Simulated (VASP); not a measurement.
Runs of VASP 6.6.1 on BP. The structure is that of space group F-43m (No. 216), or close to it. The cells are those of the table. 

| level | cell | k mesh | grid for exact exchange (PRECFOCK) | gap on the mesh (eV) | pressure (GPa) |
| --- | --- | --- | --- | --- | --- |
| BHLYP | a = 3.165 Å, angles 60.0°, 2 atoms | 5 × 5 × 5 | Normal | (a) | 6.9 |
| PBEsol+D4 | a = 3.178 Å, angles 60.0°, 2 atoms | 10 × 10 × 10 | - | 1.09 | 0.2 |
| r2SCAN+D4 | a = 3.187 Å, angles 60.0°, 2 atoms | 10 × 10 × 10 | - | 1.42 | (b) |
| PBEsol | a = 3.209 Å, angles 60.0°, 2 atoms | 10 × 10 × 10 | - | 1.13 | -1.9 |
| BLYP | a = 3.249 Å, angles 60.0°, 2 atoms | 10 × 10 × 10 | - | 1.58 | -0.1 |

Alike in all rows: task single point; potentials or basis VASP PAW PBE potentials, release 64 (P, B); no spin polarisation; cutoff (eV) 520; smearing fermi-dirac 0.05 eV.

Fill in the values left out.

(a) 4.63; (b) 1.0.

Caveats: some runs use coarse meshes; the PAW data sets were made with another functional, which shifts forces and pressure a little.

A k mesh can miss the band edges.
